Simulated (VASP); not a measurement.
# Pt (Fm-3m) in VASP: notebook

The runs below take Pt through relaxation of cell and atoms, with PBEsol.

Program: VASP 6.6.1. These are calculated values, not measurements. Logs are shortened: lines on timing, memory, paths and dates and some standing lists are left out, and cuts for length are marked.

## 1. The cell of the first run

Symmetry: Fm-3m, No. 225, cubic system. The conventional cell has a = 3.920 Å, b = 3.920 Å, c = 3.920 Å, α = 90.00°, β = 90.00°, γ = 90.00°. Within 3.7 Å of Pt (site symmetry m-3m) lie 12 Pt at 2.77 Å.

## 2. Relaxation of cell and atoms, PBEsol, target pressure 15 GPa, at which the enthalpy is minimised

Contents of INCAR:

```
SYSTEM = Pt
  PREC = Accurate
  ENCUT = 500
  EDIFF = 1E-7
  ISMEAR = 1
  SIGMA = 0.05
  LREAL = .FALSE.
  LASPH = .TRUE.
  NELM = 120
  ALGO = Normal
  ISIF = 3
  LWAVE = .FALSE.
  LCHARG = .FALSE.
  GGA = PS
  IBRION = 2
  NSW = 80
  EDIFFG = -0.01
  PSTRESS = 150.0
  GGA_COMPAT = .FALSE.
  NELMIN = 4
```

Contents of KPOINTS:

```
regular mesh
0
G
  10 10 10
  0 0 0
```

Contents of POSCAR:

```
Pt
1.0
    0.0000000000      1.9600000000      1.9600000000
    1.9600000000      0.0000000000      1.9600000000
    1.9600000000      1.9600000000      0.0000000000
Pt
1
Direct
    0.0000000000      0.0000000000      0.0000000000
```

Potentials or basis: VASP PAW PBE potentials, release 64 (Pt).

Launch:

```bash
> cat potpaw_PBE.64/Pt/POTCAR > POTCAR
> mpirun -np 1 vasp_std > vasp.out
```

OUTCAR:

```text
SYSTEM = Pt
   PREC = Accurate
   ENCUT = 500
   EDIFF = 1E-7
   ISMEAR = 1
   LREAL = .FALSE.
   LASPH = .TRUE.
   NELM = 120
   ISIF = 3
   GGA = PS
   IBRION = 2
   NSW = 80
   EDIFFG = -0.01
   PSTRESS = 150.0
   NELMIN = 4

 ion  position               nearest neighbor table
   1  0.000  0.000  0.000-

  LATTYP: Found a face centered cubic cell.
 ALAT       =     3.9200000000

  Lattice vectors:

 A1 = (   0.0000000000,   1.9600000000,   1.9600000000)
 A2 = (   1.9600000000,   0.0000000000,   1.9600000000)
 A3 = (   1.9600000000,   1.9600000000,   0.0000000000)

Analysis of symmetry for initial positions (statically):
=====================================================================
 Subroutine PRICEL returns:
 Original cell was already a primitive cell.

 Routine SETGRP: Setting up the symmetry group for a
 face centered cubic supercell.

 Subroutine GETGRP returns: Found 48 space group operations
 (whereof 48 operations were pure point group operations)
 out of a pool of 48 trial point group operations.

The static configuration has the point symmetry O_h .

Analysis of symmetry for dynamics (positions and initial velocities):
=====================================================================
 Subroutine PRICEL returns:
 Original cell was already a primitive cell.

 Routine SETGRP: Setting up the symmetry group for a
 face centered cubic supercell.

 Subroutine GETGRP returns: Found 48 space group operations
 (whereof 48 operations were pure point group operations)
 out of a pool of 48 trial point group operations.

The dynamic configuration has the point symmetry O_h .

 Subroutine INISYM returns: Found 48 space group operations
 (whereof 48 operations are pure point group operations),
 and found     1 'primitive' translations

----------------------------------------------------------------------------------------

                                     Primitive cell

  volume of cell :      15.0591

  direct lattice vectors                    reciprocal lattice vectors
     0.000000000  1.960000000  1.960000000    -0.255102041  0.255102041  0.255102041
     1.960000000  0.000000000  1.960000000     0.255102041 -0.255102041  0.255102041
     1.960000000  1.960000000  0.000000000     0.255102041  0.255102041 -0.255102041

  length of vectors
     2.771858582  2.771858582  2.771858582     0.441849696  0.441849696  0.441849696

  position of ions in fractional coordinates (direct lattice)
     0.000000000  0.000000000  0.000000000

  ion indices of the primitive-cell ions
   primitive index   ion index
                 1           1

----------------------------------------------------------------------------------------

 KPOINTS: regular mesh

Automatic generation of k-mesh.
 Grid dimensions read from file:
 generate k-points for:   10   10   10

 Generating k-lattice:

  Cartesian coordinates                     Fractional coordinates (reciprocal lattice)
    -0.025510204  0.025510204  0.025510204     0.100000000  0.000000000  0.000000000
     0.025510204 -0.025510204  0.025510204     0.000000000  0.100000000  0.000000000
     0.025510204  0.025510204 -0.025510204     0.000000000  0.000000000  0.100000000

  Length of vectors
     0.044184970  0.044184970  0.044184970

  Shift w.r.t. Gamma in fractional coordinates (k-lattice)
     0.000000000  0.000000000  0.000000000

 Subroutine IBZKPT returns following result:
 ===========================================

 Found     47 irreducible k-points:

 Following reciprocal coordinates:
            Coordinates               Weight
  0.000000  0.000000  0.000000      1.000000
  0.100000  0.000000  0.000000      8.000000
  0.200000  0.000000  0.000000      8.000000
  0.300000  0.000000  0.000000      8.000000
  0.400000  0.000000  0.000000      8.000000
  0.500000  0.000000  0.000000      4.000000
[... 16 lines left out ...]
  0.300000  0.300000  0.000000      6.000000
  0.400000  0.300000  0.000000     24.000000
 [... further k-points ...]
   k-points           NKPTS =     47   k-points in BZ     NKDIM =     47   number of bands    NBANDS=      9
   number of dos      NEDOS =    301   number of ions     NIONS =      1
   total plane-waves  NPLWV =   8000
   dimension x,y,z NGX =    20 NGY =   20 NGZ =   20
   dimension x,y,z NGXF=    40 NGYF=   40 NGZF=   40
   ions per type =               1
   NGX,Y,Z   is equivalent  to a cutoff of  12.00, 12.00, 12.00 a.u.
   NGXF,Y,Z  is equivalent  to a cutoff of  23.99, 23.99, 23.99 a.u.
 SYSTEM =  Pt
   PREC   = accura    normal or accurate (medium, high low for compatibility)
   ISTART =      0    job   : 0-new  1-cont  2-samecut
   ICHARG =      2    charge: 1-file 2-atom 10-const
   ISPIN  =      1    spin polarized calculation?
   LNONCOLLINEAR =      F non collinear calculations
   LSORBIT =      F    spin-orbit coupling
   LASPH  =      T    aspherical Exc in radial PAW
   ENCUT  =  500.0 eV  36.75 Ry    6.06 a.u.   5.05  5.05  5.05*2*pi/ulx,y,z
   NELM   =    120;   NELMIN=  4; NELMDL= -5     # of ELM steps
   EDIFF  = 0.1E-06   stopping-criterion for ELM
   LREAL  =      F    real-space projection
   EDIFFG = -.1E-01   stopping-criterion for IOM
   NSW    =     80    number of steps for IOM
   IBRION =      2    ionic relax: 0-MD 1-quasi-New 2-CG
   NFREE  =      1    steps in history (QN), initial steepest desc. (CG)
   ISIF   =      3    stress and relaxation
   ISYM   =      2    0-nonsym 1-usesym 2-fastsym
   POTIM  = 0.5000    time-step for ionic-motion
   TEBEG  =    0.0;   TEEND  =   0.0 temperature during run
   PSTRESS=  150.0 pullay stress
   NELECT =      10.0000    total number of electrons
   NUPDOWN=      -1.0000    fix difference up-down
   EMIN   =  10.00;   EMAX   =-10.00  energy-range for DOS
   EFERMI =   0.00;   METHOD = LEGACY
   ISMEAR =     1;   SIGMA  =   0.05  broadening in eV -4-tet -1-fermi 0-gaus
   EFERMI_NEDOS =   21; number of points for ismear=-14 and -15
   IALGO  =     38    algorithm
   IMIX   =      4    mixing-type and parameters
     AMIX     =   0.40;   BMIX     =  1.00
     AMIX_MAG =   1.60;   BMIX_MAG =  1.00
  volume/ion in A,a.u.               =      15.06       101.62
  Fermi-wavevector in a.u.,A,eV,Ry     =   1.428265  2.699029 27.755077  2.039941
  Thomas-Fermi vector in A             =   2.548345
   LORBIT       =      0    0 simple, 1 ext, 2 COOP (PROOUT), +10 PAW based schemes
   GGA     = PS    functional components
   LHFCALC =     F    Hartree Fock is set to
   AEXX    =    0.0000 exact exchange contribution
   IVDW    =     0    specifies the selected vdW correction
   LEPSILON=     F    determine dielectric tensor
   LRPA    =     F    only Hartree local field effects (RPA)
 conjugate gradient relaxation of ions
 non-spin polarized calculation
 Methfessel and Paxton  Order N= 1 SIGMA  =   0.05
  energy-cutoff  :      500.00
  volume of cell :       15.06
 maximum number of plane-waves:       392
   NGX = 11   NGY = 11   NGZ = 11

--------------------------------------- Ionic step        1  -------------------------------------------

 number of electron      10.0000001 magnetization

 Free energy of the ion-electron system (eV)
  ---------------------------------------------------
  ext. energy  EPLUGINS =         0.00000000
  ---------------------------------------------------
  free energy    TOTEN  =        -6.94952277 eV

  energy without entropy =       -6.94974240  energy(sigma->0) =       -6.94959598

------------------------ aborting loop because EDIFF is reached ----------------------------------------

  FORCE on cell =-STRESS in cart. coord.  units (eV):
  Direction    XX          YY          ZZ          XY          YZ          ZX
  --------------------------------------------------------------------------------------
  -------------------------------------------------------------------------------------
  Total       -0.0721740     -0.0721740     -0.0721740      0.0000000      0.0000000      0.0000000
  in kB       -7.6787932     -7.6787932     -7.6787932      0.0000000      0.0000000      0.0000000
  external PRESSURE =    -157.6787932 kB  Pullay stress =     150.0000000 kB
[... 133 lines left out ...]
  enthalpy is  TOTEN    =        -5.5763717377 eV   P V=        1.3446049014

--------------------------------------- Ionic step        5  -------------------------------------------

 number of electron       9.9999999 magnetization

 Free energy of the ion-electron system (eV)
  ---------------------------------------------------
  ext. energy  EPLUGINS =         0.00000000
  ---------------------------------------------------
  free energy    TOTEN  =        -6.91970656 eV

  energy without entropy =       -6.91983576  energy(sigma->0) =       -6.91974963

 E-fermi :  12.1256     XC(G=0): -13.9238

 val. band max:       12.1187374148   @ k =   0.5000   0.5000   0.0000
 cond. band min:      12.1466379302   @ k =   0.5000   0.0000   0.0000
 fundamental gap:      0.0279005154
 Fermi energy:        12.1255901498

 k-point     1 :       0.0000    0.0000    0.0000
  band No.  band energies     occupation
      1       1.2106      2.00000
      2       7.9628      2.00000
      3       7.9628      2.00000
      4       7.9628      2.00000
      5      10.3262      2.00000
      6      10.3262      2.00000
      7      26.5513      0.00000
      8      31.7935      0.00000
      9      31.7935      0.00000
[... 265 lines left out ...]
 k-point    24 :       0.4000    0.3000    0.0000
  band No.  band energies     occupation
      1       4.9278      2.00000
      2       5.5872      2.00000
      3       9.2039      2.00000
      4      10.6550      2.00000
      5      12.0393      2.03492
      6      12.2772     -0.00016
      7      24.3800      0.00000
      8      26.7035      0.00000
      9      27.3522      0.00000

 [... further k-points ...]

------------------------ aborting loop because EDIFF is reached ----------------------------------------

  FORCE on cell =-STRESS in cart. coord.  units (eV):
  Direction    XX          YY          ZZ          XY          YZ          ZX
  --------------------------------------------------------------------------------------
  -------------------------------------------------------------------------------------
  Total        1.3448335      1.3448335      1.3448335      0.0000000      0.0000000      0.0000000
  in kB      150.1689370    150.1689370    150.1689370      0.0000000      0.0000000      0.0000000
  external PRESSURE =       0.1689370 kB  Pullay stress =     150.0000000 kB
[... 16 lines left out ...]
  FREE ENERGIE OF THE ION-ELECTRON SYSTEM (eV)
  ---------------------------------------------------
  free  energy   TOTEN  =        -6.9197065592 eV

  energy  without entropy=       -6.9198357615  energy(sigma->0) =       -6.91974963

  enthalpy is  TOTEN    =        -5.5763859732 eV   P V=        1.3433205860

 reached required accuracy - stopping structural energy minimisation
```

Run time: 14 s. Hardware: 1 thread of Intel Xeon 6975P-C (Granite Rapids), shared host; peak memory 0.13 GiB.

What came out:

| Property | Result |
| --- | --- |
| Free energy | -6.9197 eV |
| Relaxed volume | 14.35 Å³/atom |
| Relaxed cell | a = 2.728 Å, b = 2.728 Å, c = 2.728 Å, α = 60.00°, β = 60.00°, γ = 60.00° |
| Space group after relaxing (to 0.1 Å) | Fm-3m (No. 225) |
| Energy change on relaxing (the run minimises the enthalpy) | +29.8 meV/atom |
| Ionic steps | 5 |
| Pressure after relaxing | 15.0 GPa |
| Band gap on the k mesh | zero (bands 5 and 6 overlap by 2.40 eV) |

Step by step:
| step | energy change (eV) | largest force (eV/Å) | pressure (GPa) | volume (Å³) |
| --- | --- | --- | --- | --- |
| 1 | 0.0000 | 0.0000 | -0.77 | 15.06 |
| 2 | 0.8441 | 0.0000 | 114.59 | 12.05 |
| 3 | 0.0252 | 0.0000 | 13.69 | 14.40 |
| 4 | 0.0285 | 0.0000 | 14.66 | 14.36 |
| 5 | 0.0298 | 0.0000 | 15.02 | 14.35 |

Final structure:
```yaml
crystal:
  lattice:
    - [0.00000, 1.92866, 1.92866]
    - [1.92866, 0.00000, 1.92866]
    - [1.92866, 1.92866, 0.00000]
  atoms:
    - { symbol: Pt, position: [0.00000, 0.00000, 0.00000] }
```

Levels at points of the mesh, in eV from the Fermi level:
| k point | band 1 | band 2 | band 3 | band 4 | band 5 | band 6 | band 7 | band 8 | band 9 |
| --- | --- | --- | --- | --- | --- | --- | --- | --- | --- |
| (0.00, 0.00, 0.00) | -10.91 | -4.16 | -4.16 | -4.16 | -1.80 | -1.80 | 14.43 | 19.67 | 19.67 |
| (0.50, 0.00, 0.00) | -7.95 | -4.23 | -4.23 | -0.80 | 0.02 | 0.02 | 6.16 | 13.99 | 19.24 |
| (0.50, 0.50, 0.00) | -7.72 | -7.23 | -0.01 | 0.51 | 0.51 | 1.57 | 9.35 | 11.45 | 11.45 |

Caveat: the cell is relaxed towards a set pressure, so the run minimises the enthalpy, not the energy; the PAW data sets were made with another functional, which shifts forces and pressure a little; spin-orbit coupling is left out, which moves the levels of the heavy elements.

## 3. Relaxation of cell and atoms, PBEsol, target pressure 30 GPa, at which the enthalpy is minimised

Contents of INCAR:

```
PREC = Accurate
ENCUT = 500
EDIFF = 1E-7
ISMEAR = 1
SIGMA = 0.05
LREAL = F
LASPH = T
NELM = 120
ALGO = Normal
ISIF = 3
LWAVE = F
LCHARG = F
GGA = PS
IBRION = 2
NSW = 80
EDIFFG = -0.01
PSTRESS = 300.0
GGA_COMPAT = F
NELMIN = 4
```

Contents of KPOINTS:

```
regular mesh
0
Gamma
  10 10 10
```

POSCAR is that of step 2.

Potentials or basis: VASP PAW PBE potentials, release 64 (Pt).

Launch:

```bash
> cat potpaw_PBE.64/Pt/POTCAR > POTCAR
> mpirun -np 1 vasp_std > vasp.out
```

Run time: 12 s. Hardware: 1 thread of Intel Xeon 6975P-C (Granite Rapids), shared host; peak memory 0.14 GiB.

Results (log left out):

```
Free energy                                                : -6.8473 eV
Relaxed volume                                             : 13.83 Å³/atom
Relaxed cell                                               : a = 2.694 Å, b = 2.694 Å, c = 2.694 Å, α = 60.00°, β = 60.00°, γ = 60.00°
Space group after relaxing (to 0.1 Å)                      : Fm-3m (No. 225)
Energy change on relaxing (the run minimises the enthalpy) : +102.2 meV/atom
Ionic steps                                                : 5
Pressure after relaxing                                    : 30.0 GPa
Band gap on the k mesh                                     : zero (bands 5 and 6 overlap by 2.57 eV)
```

The path:
```
step  energy change (eV)  largest force (eV/Å)  pressure (GPa)  volume (Å³)
   1              0.0000                0.0000           -0.77        15.06
   2              4.5017                0.0000          416.33         9.59
   3              0.0707                0.0000           24.30        14.01
   4              0.0877                0.0000           27.48        13.91
   5              0.1022                0.0000           30.03        13.83
```

Final structure:
```cif
data_structure
_symmetry_space_group_name_H-M 'P 1'
_symmetry_Int_Tables_number 1
_cell_length_a 2.6941
_cell_length_b 2.6941
_cell_length_c 2.6941
_cell_angle_alpha 60.000
_cell_angle_beta 60.000
_cell_angle_gamma 60.000
_cell_volume 13.83
loop_
_atom_site_label
_atom_site_type_symbol
_atom_site_fract_x
_atom_site_fract_y
_atom_site_fract_z
_atom_site_occupancy
Pt1 Pt 0.00000 0.00000 0.00000 1
```

Levels at points of the mesh, in eV from the Fermi level:
```tsv
k point	band 2	band 3	band 4	band 5	band 6	band 7	band 8	band 9
(0.00, 0.00, 0.00)	-4.43	-4.43	-4.43	-1.92	-1.92	14.27	19.73	19.73
(0.50, 0.00, 0.00)	-4.51	-4.51	-0.97	0.02	0.02	6.46	13.86	19.46
(0.50, 0.50, 0.00)	-7.67	-0.01	0.55	0.55	1.49	9.78	11.55	11.55
```

Caveat: the cell is relaxed towards a set pressure, so the run minimises the enthalpy, not the energy; the PAW data sets were made with another functional, which shifts forces and pressure a little; spin-orbit coupling is left out, which moves the levels of the heavy elements.

## 4. Relaxation of cell and atoms, PBEsol, target pressure 45 GPa, at which the enthalpy is minimised

Contents of INCAR:

```
SYSTEM = Pt
PREC = Accurate ; ENCUT = 500
EDIFF = 1E-7 ; ISMEAR = 1
SIGMA = 0.05 ; LREAL = .False.
LASPH = .True. ; NELM = 120
ALGO = Normal ; ISIF = 3
LWAVE = .False. ; LCHARG = .False.
GGA = PS ; IBRION = 2
NSW = 80 ; EDIFFG = -0.01
PSTRESS = 450.0 ; GGA_COMPAT = .False.
NELMIN = 4
```

Contents of KPOINTS:

```
regular mesh
0
Gamma
  10 10 10
  0 0 0
```

POSCAR is that of step 3.

Launch:

```bash
> cat potpaw_PBE.64/Pt/POTCAR > POTCAR
> mpirun -np 1 vasp_std > vasp.out
```

It took 26 s on 1 thread of Intel Xeon 6975P-C (Granite Rapids), shared host; peak memory 0.14 GiB.

Results (log left out):

```
Free energy                                                : -6.7481 eV
Relaxed volume                                             : 13.40 Å³/atom
Relaxed cell                                               : a = 2.666 Å, b = 2.666 Å, c = 2.666 Å, α = 60.00°, β = 60.00°, γ = 60.00°
Space group after relaxing (to 0.1 Å)                      : Fm-3m (No. 225)
Energy change on relaxing (the run minimises the enthalpy) : +201.4 meV/atom
Ionic steps                                                : 16
Pressure after relaxing                                    : 45.0 GPa
Band gap on the k mesh                                     : zero (bands 5 and 6 overlap by 2.71 eV)
```

The path:
```csv
step,energy change (eV),largest force (eV/Å),pressure (GPa),volume (Å³)
1,0.0000,0.0000,-0.77,15.06
2,14.0239,0.0000,1168.35,7.49
3,0.1085,0.0000,31.10,13.79
4,0.1442,0.0000,36.79,13.62
5,0.2033,0.0000,45.27,13.39
6,0.1944,0.0000,44.05,13.43
7,0.1951,0.0000,44.13,13.42
8,0.1971,0.0000,44.41,13.42
9,0.1971,0.0000,44.41,13.42
10,0.1972,0.0000,44.42,13.42
11,0.1974,0.0000,44.45,13.41
12,0.1978,0.0000,44.50,13.41
13,0.1985,0.0000,44.60,13.41
14,0.2000,0.0000,44.82,13.41
15,0.2031,0.0000,45.23,13.39
16,0.2014,0.0000,45.00,13.40
```

Final structure:
```
CELL_PARAMETERS angstrom
0.00000 1.88523 1.88523
1.88523 0.00000 1.88523
1.88523 1.88523 0.00000
ATOMIC_POSITIONS crystal
Pt 0.00000 0.00000 0.00000
```

Levels at points of the mesh, in eV from the Fermi level:
| k point | band 1 | band 2 | band 3 | band 4 | band 5 | band 6 | band 7 | band 8 | band 9 |
| --- | --- | --- | --- | --- | --- | --- | --- | --- | --- |
| (0.00, 0.00, 0.00) | -11.77 | -4.67 | -4.67 | -4.67 | -2.02 | -2.02 | 14.13 | 19.77 | 19.77 |
| (0.50, 0.00, 0.00) | -8.78 | -4.76 | -4.76 | -1.11 | 0.02 | 0.02 | 6.73 | 13.72 | 19.65 |
| (0.50, 0.50, 0.00) | -8.61 | -8.07 | -0.01 | 0.58 | 0.58 | 1.42 | 10.16 | 11.63 | 11.63 |

Caveat: the cell is relaxed towards a set pressure, so the run minimises the enthalpy, not the energy; the PAW data sets were made with another functional, which shifts forces and pressure a little; spin-orbit coupling is left out, which moves the levels of the heavy elements.

## 5. Summary

| cell | gap on the mesh (eV) | pressure (GPa) |
| --- | --- | --- |
| relaxed to 15 GPa | none | 15.0 |
| relaxed to 30 GPa | none | 30.0 |
| relaxed to 45 GPa | none | 45.0 |

Alike in all rows: task relaxation of cell and atoms; level PBEsol; potentials or basis VASP PAW PBE potentials, release 64 (Pt); no spin polarisation; k mesh 10 × 10 × 10; cutoff (eV) 500; smearing methfessel-paxton 0.05 eV.

Caveats: the cell is relaxed towards a set pressure, so the run minimises the enthalpy, not the energy; the PAW data sets were made with another functional, which shifts forces and pressure a little; spin-orbit coupling is left out, which moves the levels of the heavy elements.

Total energies depend on the potentials used, so only differences within one code and one set of settings carry meaning.
